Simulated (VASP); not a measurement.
# Cd (Fm-3m) in VASP: notebook

Cd is run at these levels: LDA, PBE; tasks: relaxation of cell and atoms, single point.

All numbers are computed with VASP 6.6.1; they aren't measurements. Logs are shortened: lines on timing, memory, paths and dates and some standing lists are left out, and cuts for length are marked.

## (1) The cell of the first run

It takes space group Fm-3m (No. 225, cubic). The conventional cell has a = 4.436 Å, b = 4.436 Å, c = 4.436 Å, α = 90.00°, β = 90.00°, γ = 90.00°. Cd (site symmetry m-3m) has 12 Cd at 3.14 Å within 4.1 Å.

## (2) Relaxation of cell and atoms, LDA

INCAR

```
PREC     = Accurate       # precision mode
ENCUT    = 600            # plane-wave cutoff, eV
EDIFF    = 1E-6           # SCF threshold, eV
ISMEAR   = 1              # smearing method
SIGMA    = 0.2            # smearing width, eV
LREAL    = False          # projectors in reciprocal space
LASPH    = True           # aspherical terms in the spheres
NELM     = 80             # most SCF steps
ALGO     = Normal         # electronic algorithm
ISIF     = 3              # what is computed and relaxed
LWAVE    = False          # write WAVECAR
LCHARG   = False          # write CHGCAR
GGA      = CA             # functional
IBRION   = 2              # ionic algorithm
NSW      = 80             # ionic steps
EDIFFG   = -0.005         # ionic threshold
```

KPOINTS

```
regular mesh
0
Gamma
  10 10 10
```

POSCAR

```
Cd
1.0
    3.1369374600      0.0000000000      0.0000000000
    1.5684687300      2.7166675304      0.0000000000
    1.5684687300      0.9055558435      2.5612987107
Cd
1
Direct
    0.0000000000      0.0000000000      0.0000000000
```

Potentials or basis: VASP PAW LDA potentials, release 64 (Cd).

Run with:

```
> cat potpaw_LDA.64/Cd/POTCAR > POTCAR
> mpirun -np 1 vasp_std > vasp.out
```

OUTCAR:

```text
PREC = Accurate
   ENCUT = 600
   EDIFF = 1E-6
   ISMEAR = 1
   LREAL = False
   LASPH = True
   NELM = 80
   ISIF = 3
   GGA = CA
   IBRION = 2
   NSW = 80
   EDIFFG = -0.005

 ion  position               nearest neighbor table
   1  0.000  0.000  0.000-

  LATTYP: Found a face centered cubic cell.
 ALAT       =     4.4362995002

  Lattice vectors:

 A1 = (   3.1369374600,   0.0000000000,   0.0000000000)
 A2 = (   1.5684687300,   2.7166675304,   0.0000000000)
 A3 = (   1.5684687300,   0.9055558435,   2.5612987107)

Analysis of symmetry for initial positions (statically):
=====================================================================
 Subroutine PRICEL returns:
 Original cell was already a primitive cell.

 Routine SETGRP: Setting up the symmetry group for a
 face centered cubic supercell.

 Subroutine GETGRP returns: Found 48 space group operations
 (whereof 48 operations were pure point group operations)
 out of a pool of 48 trial point group operations.

The static configuration has the point symmetry O_h .

Analysis of symmetry for dynamics (positions and initial velocities):
=====================================================================
 Subroutine PRICEL returns:
 Original cell was already a primitive cell.

 Routine SETGRP: Setting up the symmetry group for a
 face centered cubic supercell.

 Subroutine GETGRP returns: Found 48 space group operations
 (whereof 48 operations were pure point group operations)
 out of a pool of 48 trial point group operations.

The dynamic configuration has the point symmetry O_h .

 Subroutine INISYM returns: Found 48 space group operations
 (whereof 48 operations are pure point group operations),
 and found     1 'primitive' translations

----------------------------------------------------------------------------------------

                                     Primitive cell

  volume of cell :      21.8274

  direct lattice vectors                    reciprocal lattice vectors
     3.136937460  0.000000000  0.000000000     0.318782256 -0.184049021 -0.130142311
     1.568468730  2.716667530  0.000000000     0.000000000  0.368098042 -0.130142311
     1.568468730  0.905555843  2.561298711     0.000000000  0.000000000  0.390426933

  length of vectors
     3.136937460  3.136937460  3.136937460     0.390426933  0.390426933  0.390426933

  position of ions in fractional coordinates (direct lattice)
     0.000000000  0.000000000  0.000000000

  ion indices of the primitive-cell ions
   primitive index   ion index
                 1           1

----------------------------------------------------------------------------------------

 KPOINTS: regular mesh

Automatic generation of k-mesh.
 Grid dimensions read from file:
 generate k-points for:   10   10   10

 Generating k-lattice:

  Cartesian coordinates                     Fractional coordinates (reciprocal lattice)
     0.031878226 -0.018404902 -0.013014231     0.100000000  0.000000000  0.000000000
     0.000000000  0.036809804 -0.013014231     0.000000000  0.100000000  0.000000000
     0.000000000  0.000000000  0.039042693     0.000000000  0.000000000  0.100000000

  Length of vectors
     0.039042693  0.039042693  0.039042693

  Shift w.r.t. Gamma in fractional coordinates (k-lattice)
     0.000000000  0.000000000  0.000000000

 Subroutine IBZKPT returns following result:
 ===========================================

 Found     47 irreducible k-points:

 Following reciprocal coordinates:
            Coordinates               Weight
  0.000000  0.000000  0.000000      1.000000
  0.100000  0.000000  0.000000      8.000000
  0.200000  0.000000  0.000000      8.000000
  0.300000  0.000000 -0.000000      8.000000
  0.400000  0.000000 -0.000000      8.000000
  0.500000  0.000000 -0.000000      4.000000
[... 16 lines left out ...]
  0.300000  0.300000 -0.000000      6.000000
  0.400000  0.300000 -0.000000     24.000000
 [... further k-points ...]
   k-points           NKPTS =     47   k-points in BZ     NKDIM =     47   number of bands    NBANDS=     10
   number of dos      NEDOS =    301   number of ions     NIONS =      1
   total plane-waves  NPLWV =  21952
   dimension x,y,z NGX =    28 NGY =   28 NGZ =   28
   dimension x,y,z NGXF=    56 NGYF=   56 NGZF=   56
   ions per type =               1
   NGX,Y,Z   is equivalent  to a cutoff of  14.84, 14.84, 14.84 a.u.
   NGXF,Y,Z  is equivalent  to a cutoff of  29.68, 29.68, 29.68 a.u.
 SYSTEM =  unknown system
   PREC   = accura    normal or accurate (medium, high low for compatibility)
   ISTART =      0    job   : 0-new  1-cont  2-samecut
   ICHARG =      2    charge: 1-file 2-atom 10-const
   ISPIN  =      1    spin polarized calculation?
   LNONCOLLINEAR =      F non collinear calculations
   LSORBIT =      F    spin-orbit coupling
   LASPH  =      T    aspherical Exc in radial PAW
   ENCUT  =  600.0 eV  44.10 Ry    6.64 a.u.   6.27  6.27  6.27*2*pi/ulx,y,z
   NELM   =     80;   NELMIN=  2; NELMDL= -5     # of ELM steps
   EDIFF  = 0.1E-05   stopping-criterion for ELM
   LREAL  =      F    real-space projection
   EDIFFG = -.5E-02   stopping-criterion for IOM
   NSW    =     80    number of steps for IOM
   IBRION =      2    ionic relax: 0-MD 1-quasi-New 2-CG
   NFREE  =      1    steps in history (QN), initial steepest desc. (CG)
   ISIF   =      3    stress and relaxation
   ISYM   =      2    0-nonsym 1-usesym 2-fastsym
   POTIM  = 0.5000    time-step for ionic-motion
   TEBEG  =    0.0;   TEEND  =   0.0 temperature during run
   PSTRESS=    0.0 pullay stress
   NELECT =      12.0000    total number of electrons
   NUPDOWN=      -1.0000    fix difference up-down
   EMIN   =  10.00;   EMAX   =-10.00  energy-range for DOS
   EFERMI =   0.00;   METHOD = LEGACY
   ISMEAR =     1;   SIGMA  =   0.20  broadening in eV -4-tet -1-fermi 0-gaus
   EFERMI_NEDOS =   21; number of points for ismear=-14 and -15
   IALGO  =     38    algorithm
   IMIX   =      4    mixing-type and parameters
     AMIX     =   0.40;   BMIX     =  1.00
     AMIX_MAG =   1.60;   BMIX_MAG =  1.00
  volume/ion in A,a.u.               =      21.83       147.30
  Fermi-wavevector in a.u.,A,eV,Ry     =   1.341120  2.534350 24.471486  1.798604
  Thomas-Fermi vector in A             =   2.469379
   LORBIT       =      0    0 simple, 1 ext, 2 COOP (PROOUT), +10 PAW based schemes
   GGA     = CA    functional components
   LHFCALC =     F    Hartree Fock is set to
   AEXX    =    0.0000 exact exchange contribution
   IVDW    =     0    specifies the selected vdW correction
   LEPSILON=     F    determine dielectric tensor
   LRPA    =     F    only Hartree local field effects (RPA)
 conjugate gradient relaxation of ions
 non-spin polarized calculation
 Methfessel and Paxton  Order N= 1 SIGMA  =   0.20
  energy-cutoff  :      600.00
  volume of cell :       21.83
 maximum number of plane-waves:       745
 NGX is ok and might be reduce to    28
   NGX = 13   NGY = 13   NGZ = 13

--------------------------------------- Ionic step        1  -------------------------------------------

 number of electron      12.0000002 magnetization

 Free energy of the ion-electron system (eV)
  ---------------------------------------------------
  ext. energy  EPLUGINS =         0.00000000
  ---------------------------------------------------
  free energy    TOTEN  =        -1.47723622 eV

  energy without entropy =       -1.47622609  energy(sigma->0) =       -1.47689951

------------------------ aborting loop because EDIFF is reached ----------------------------------------

  FORCE on cell =-STRESS in cart. coord.  units (eV):
  Direction    XX          YY          ZZ          XY          YZ          ZX
  --------------------------------------------------------------------------------------
  -------------------------------------------------------------------------------------
  Total       -0.5960704     -0.5960704     -0.5960704      0.0000000     -0.0000000     -0.0000000
  in kB      -43.7527665    -43.7527665    -43.7527665      0.0000000     -0.0000000     -0.0000000
  external PRESSURE =     -43.7527665 kB  Pullay stress =       0.0000000 kB

 VOLUME and BASIS-vectors are now :
 -----------------------------------------------------------------------------
  energy-cutoff  :      600.00
  volume of cell :       21.83
      direct lattice vectors                 reciprocal lattice vectors
     3.136937460  0.000000000  0.000000000     0.318782256 -0.184049021 -0.130142311
     1.568468730  2.716667530  0.000000000     0.000000000  0.368098042 -0.130142311
     1.568468730  0.905555843  2.561298711     0.000000000  0.000000000  0.390426933
[... 36 lines left out ...]
 POSITION                                       TOTAL-FORCE (eV/Angst)
 -----------------------------------------------------------------------------------
      3.04673     -0.00000     -0.00000         0.000000      0.000000     -0.000000
 -----------------------------------------------------------------------------------
    total drift:                               -0.000000     -0.000000     -0.000000

  FREE ENERGIE OF THE ION-ELECTRON SYSTEM (eV)
  ---------------------------------------------------
  free  energy   TOTEN  =        -1.5029093010 eV

  energy  without entropy=       -1.4998649787  energy(sigma->0) =       -1.50189453

--------------------------------------- Ionic step        3  -------------------------------------------

 number of electron      12.0000001 magnetization

 Free energy of the ion-electron system (eV)
  ---------------------------------------------------
  ext. energy  EPLUGINS =         0.00000000
  ---------------------------------------------------
  free energy    TOTEN  =        -1.50301194 eV

  energy without entropy =       -1.50002403  energy(sigma->0) =       -1.50201597

 E-fermi :   3.3820     XC(G=0): -11.7675

 val. band max:        3.3405352448   @ k =  -0.4000   0.4000   0.0000
 cond. band min:       3.3838795807   @ k =  -0.4000   0.3000   0.0000
 fundamental gap:      0.0433443359
 Fermi energy:         3.3819621618

 k-point     1 :       0.0000    0.0000    0.0000
  band No.  band energies     occupation
      1      -6.2363      2.00000
      2      -6.1002      2.00000
      3      -6.1002      2.00000
      4      -6.1002      2.00000
      5      -5.5494      2.00000
      6      -5.5494      2.00000
      7      17.4863      0.00000
      8      18.9061      0.00000
      9      18.9061      0.00000
     10      18.9061      0.00000

 k-point     2 :       0.1000    0.0000    0.0000
  band No.  band energies     occupation
      1      -6.1831      2.00000
      2      -6.0531      2.00000
      3      -6.0531      2.00000
      4      -5.9075      2.00000
      5      -5.5596      2.00000
      6      -5.5596      2.00000
      7      15.7557      0.00000
      8      17.8480      0.00000
      9      18.5520      0.00000
     10      18.5520      0.00000
[... 274 lines left out ...]
 k-point    24 :       0.4000    0.3000   -0.0000
  band No.  band energies     occupation
      1      -6.6767      2.00000
      2      -6.4978      2.00000
      3      -5.3934      2.00000
      4      -5.3642      2.00000
      5      -5.1269      2.00000
      6      -1.1916      2.00000
      7       9.3871      0.00000
      8      10.2879      0.00000
      9      11.6285      0.00000
     10      15.3401      0.00000

 [... further k-points ...]

------------------------ aborting loop because EDIFF is reached ----------------------------------------

  FORCE on cell =-STRESS in cart. coord.  units (eV):
  Direction    XX          YY          ZZ          XY          YZ          ZX
  --------------------------------------------------------------------------------------
  -------------------------------------------------------------------------------------
  Total       -0.0016904     -0.0016904     -0.0016904      0.0000000     -0.0000000     -0.0000000
  in kB       -0.1347355     -0.1347355     -0.1347355      0.0000000     -0.0000000     -0.0000000
  external PRESSURE =      -0.1347355 kB  Pullay stress =       0.0000000 kB

 VOLUME and BASIS-vectors are now :
 -----------------------------------------------------------------------------
  energy-cutoff  :      600.00
  volume of cell :       20.10
      direct lattice vectors                 reciprocal lattice vectors
     3.051933656 -0.000000000 -0.000000000     0.327661120 -0.189175236 -0.133767092
     1.525966828  2.643052076 -0.000000000     0.000000000  0.378350472 -0.133767092
     1.525966828  0.881017359  2.491893395     0.000000000  0.000000000  0.401301276

 POSITION                                       TOTAL-FORCE (eV/Angst)
 -----------------------------------------------------------------------------------
      1.52597      0.88102      2.49189         0.000000      0.000000      0.000000
 -----------------------------------------------------------------------------------
    total drift:                                0.000000      0.000000      0.000000

  FREE ENERGIE OF THE ION-ELECTRON SYSTEM (eV)
  ---------------------------------------------------
  free  energy   TOTEN  =        -1.5030119419 eV

  energy  without entropy=       -1.5000240311  energy(sigma->0) =       -1.50201597

 reached required accuracy - stopping structural energy minimisation
```

Run time: 14 s. Hardware: 1 thread of Intel Xeon 6975P-C (Granite Rapids), shared host; peak memory 0.15 GiB.

What came out:

* Free energy: -1.5030 eV
* Relaxed volume: 20.10 Å³/atom
* Relaxed cell: a = 3.052 Å, b = 3.052 Å, c = 3.052 Å, α = 60.00°, β = 60.00°, γ = 60.00°
* Space group after relaxing (to 0.05 Å): Fm-3m (No. 225)
* Energy gained by relaxing: 25.8 meV/atom
* Ionic steps: 3
* Pressure after relaxing: 0.0 GPa
* Band gap on the k mesh: zero (band 6 reaches 4.33 eV, above the bottom of band 7 at 2.00 eV)

The path:
```tsv
step	energy change (eV)	largest force (eV/Å)	pressure (GPa)	volume (Å³)
1	0.0000	0.0000	-4.38	21.83
2	-0.0257	0.0000	0.35	20.00
3	-0.0258	0.0000	-0.01	20.10
```

Final structure:
```xyz
1
Lattice="3.0519 0.0000 0.0000 1.5260 2.6431 0.0000 1.5260 0.8810 2.4919" Properties=species:S:1:pos:R:3 pbc="T T T"
Cd    1.5260    0.8810    2.4919
```

Levels at points of the mesh, in eV from the Fermi level:
```csv
k point,band 3,band 4,band 5,band 6,band 7,band 8,band 9,band 10
"(0.00, 0.00, 0.00)",-9.48,-9.48,-8.93,-8.93,14.10,15.52,15.52,15.52
"(0.50, 0.00, 0.00)",-9.48,-8.48,-8.48,-2.82,-1.38,13.02,13.02,13.19
"(0.50, 0.50, 0.00)",-8.51,-8.37,-8.37,-1.21,1.50,6.84,6.84,11.60
```

## (3) Single point, PBE

INCAR

```
SYSTEM = Cd
ALGO = Fast
EDIFF = 1E-6
ENCUT = 520
GGA = PE
ISIF = 2
ISMEAR = -1
LASPH = .TRUE.
LCHARG = .TRUE.
LELF = .TRUE.
LREAL = .FALSE.
LVHAR = .TRUE.
LWAVE = .FALSE.
NBANDS = 12
NELM = 80
PREC = Accurate
SIGMA = 0.025
```

KPOINTS

```
k-points
0
G
  10 10 10
  0 0 0
```

POSCAR

```
Cd
1.0
    0.0000000000      2.2181497500      2.2181497500
    2.2181497500      0.0000000000      2.2181497500
    2.2181497500      2.2181497500      0.0000000000
Cd
1
Direct
    0.0000000000      0.0000000000      0.0000000000
```

Potentials or basis: VASP PAW PBE potentials, release 64 (Cd).

Run with:

```
> cat potpaw_PBE.64/Cd/POTCAR > POTCAR
> mpirun -np 1 vasp_std > vasp.out
```

Wall time 16 s (1 thread of Intel Xeon 8259CL, shared host); peak memory 0.14 GiB.

It converged, with:

```
Free energy            : -0.7316 eV
Pressure               : 2.7 GPa
Band gap on the k mesh : zero (band 6 reaches 3.98 eV, above the bottom of band 7 at 1.52 eV)
```

Levels at points of the mesh, in eV from the Fermi level:
| k point | band 3 | band 4 | band 5 | band 6 | band 7 | band 8 | band 9 | band 10 |
| --- | --- | --- | --- | --- | --- | --- | --- | --- |
| (0.00, 0.00, 0.00) | -9.27 | -8.92 | -8.82 | -8.82 | 13.76 | 14.82 | 14.82 | 14.82 |
| (0.50, 0.00, 0.00) | -9.27 | -8.44 | -8.44 | -2.46 | -1.46 | 12.41 | 12.41 | 12.87 |
| (0.50, 0.50, 0.00) | -8.47 | -8.35 | -8.35 | -0.94 | 1.25 | 6.66 | 6.66 | 10.92 |

(Part 1 of 2 ends here.)
